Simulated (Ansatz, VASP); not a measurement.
**One calculation of AgCl, two programs**

Contents of INCAR:

```
PREC = Accurate ; ENCUT = 500
EDIFF = 1E-6 ; ISMEAR = 0
SIGMA = 0.01 ; LREAL = False
LASPH = True ; NELM = 200
ALGO = Normal ; ISIF = 2
LWAVE = False ; LCHARG = False
LMAXMIX = 4 ; LDAU = True
LDAUTYPE = 2 ; LDAUL = 2 -1
LDAUU = 4 0 ; LDAUJ = 0 0
LDAUPRINT = 1 ; GGA = PE
NBANDS = 16 ; GGA_COMPAT = False
```

KPOINTS

```
regular mesh
0
Gamma
  2 2 2
```

POSCAR

```
AgCl
1.0
    0.0000000000      2.7726629968      2.7726629968
    2.7726629968      0.0000000000      2.7726629968
    2.7726629968      2.7726629968      0.0000000000
Ag Cl
1 1
Direct
    0.0000000000      0.0000000000      0.0000000000
    0.5000000000      0.5000000000      0.5000000000
```

Input for Ansatz:

```yaml
crystal:
  lattice:
    - [0.0, 2.7726629968, 2.7726629968]
    - [2.7726629968, 0.0, 2.7726629968]
    - [2.7726629968, 2.7726629968, 0.0]
  atoms:
    - { symbol: Ag, position: [0.0, 0.0, 0.0] }
    - { symbol: Cl, position: [0.5, 0.5, 0.5] }
basis:
  ecutrho_ratio: 5
kpoints:
  mp_grid: { grid: [2, 2, 2] }
hamiltonian:
  xc: pbe
  hubbard: { sites: [{ species: Ag, l: d, u_eff: 4.0 }] }
scf:
  occupations: { method: fixed }
output:
  forces: true
  stress: true
  eigenvalues: true
```

Alike in both runs: task single point; functional PBE; k mesh 2 × 2 × 2; no spin polarisation; Hubbard terms Ag d U = 4.0 eV.

|  | VASP | Ansatz |
| --- | --- | --- |
| version | VASP 6.6.1 | Ansatz 0.2.0 |
| potentials or method | VASP PAW PBE potentials, release 64 (Ag, Cl) | scalar-relativistic, plane waves, PAW |
| plane-wave cutoff (eV) | 500 | 420 |
| occupations | gaussian, width 0.01 eV | fixed |
| valence electrons in the cell | 18 | 26 |

Ansatz gave:

| Item | Value |
| --- | --- |
| gap on the k mesh at the Fermi level (eV) | 1.53 |
| least direct gap on the mesh (eV) | 3.04 |
| pressure (GPa) | 7.8 |

Problem. What did VASP give for the same quantities?

Solution. gap on the k mesh at the Fermi level (eV): 1.62; least direct gap on the mesh (eV): 3.16; pressure (GPa): 6.3.

The programs project onto different local orbitals, so the same U acts differently, and such runs can settle in different states. VASP's potentials hold 18 valence electrons a cell and Ansatz's 26, so a difference there can come from the potentials and not from the codes.

The k mesh is coarse, so the values compare programs but aren't converged.
